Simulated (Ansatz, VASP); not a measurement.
W: VASP beside Ansatz

```
W
1.0
     0.00000    2.72259    2.72259
     2.72259    0.00000    2.72259
     2.72259    2.72259    0.00000
W
2
Direct
  0.87500 0.87500 0.87500
  0.12500 0.12500 0.12500
```

Change from the starting cell: shortest bond scaled by 1, crystal datasets.

Alike in both runs: task electric field gradients; functional PBEsol; k mesh 10 × 10 × 10; occupations fermi-dirac, width 0.05 eV; no spin polarisation.

|  | VASP | Ansatz |
| --- | --- | --- |
| version | VASP 6.6.1 | Ansatz 0.2.0 |
| potentials or method | VASP PAW PBE potentials, release 64 (W_sv), cutoff 520 eV | all-electron PAW with datasets made for the crystal, scalar-relativistic |

Ansatz gave:

```
pressure (GPa) : 29.4
```

Problem. What did VASP give for the same quantities?

Solution. Pressure (GPa): 31.6.

VASP's potentials were made for PBE, not for PBEsol. Both programs put the cell under a high pressure, so it lies far from rest at this level. Ansatz ran all-electron here, and VASP with PAW potentials.

Spin-orbit coupling is off throughout.
